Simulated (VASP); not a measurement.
The system is BaTiO3.

```
Ti O Ba
1.0
     3.95430    0.00000    0.00000
     0.00000    7.90859    0.00000
     0.00000    0.00000    3.98748
Ti O Ba
2 6 2
Direct
  0.50000 0.25000 0.51000
  0.50000 0.75000 0.51000
  0.50000 0.00000 0.47900
  0.50000 0.50000 0.47900
  0.00000 0.25000 0.47900
  0.00000 0.75000 0.47900
  0.50000 0.25000 0.97800
  0.50000 0.75000 0.97800
  0.00000 0.00000 0.00000
  0.00000 0.50000 0.00000
```

* Program: VASP 6.6.1
* Task: relaxation of cell and atoms
* Functional: PBE
* Potentials or basis: VASP PAW PBE potentials, release 64 (Ti_sv, O, Ba_sv)
* Cutoff: 600 eV
* k mesh: 5 × 3 × 5
* Occupations: fermi-dirac, width 0.1 eV
* Spin: collinear spin
* Starting moments: [1.0, 1.0, 0.0, 0.0, 0.0, 0.0, 0.0, 0.0, 0.0, 0.0] μB
* Hubbard terms: Ti d U = 2.04 eV

At the start: pressure 11.9 GPa; volume 12.47 Å³/atom.

Question: Where does the relaxation end?

Answer: Over 16 steps the energy falls by 30.9 meV/atom and the volume is 13.39 Å³/atom (+7.4 %); space group P4mm (No. 99, to 0.1 Å) before and after; moment 0.00 μB per cell.

The path:
```tsv
step	energy change (eV)	largest force (eV/Å)	pressure (GPa)	volume (Å³)
1	0.0000	0.3777	11.86	124.70
2	-0.0062	0.6137	-9.21	142.11
3	-0.2929	0.2966	-0.10	133.01
4	-0.2929	0.2888	0.09	132.84
5	-0.3019	0.1366	0.09	133.03
6	-0.3045	0.0449	0.12	133.20
7	-0.3062	0.0641	-0.09	133.44
8	-0.3066	0.0826	-0.28	133.67
9	-0.3074	0.0396	0.14	133.44
10	-0.3074	0.0400	0.17	133.42
11	-0.3080	0.0436	0.10	133.58
12	-0.3083	0.0486	-0.01	133.80
13	-0.3087	0.0296	-0.08	133.90
14	-0.3088	0.0237	-0.13	134.00
15	-0.3088	0.0166	0.23	133.73
16	-0.3089	0.0068	0.09	133.88
```

Final structure:
```
Ti O Ba
1.0
     4.02837    0.00000    0.00000
     0.00000    8.05719    0.00000
     0.00000    0.00000    4.12487
Ti O Ba
2 6 2
Cartesian
  2.0142 2.0143 2.1209
  2.0142 6.0429 2.1209
  2.0142 0.0000 1.9871
  2.0142 4.0286 1.9871
  0.0000 2.0143 1.9860
  0.0000 6.0429 1.9860
  2.0142 2.0143 3.9983
  2.0142 6.0429 3.9983
  0.0000 0.0000 4.1220
  0.0000 4.0286 4.1220
```
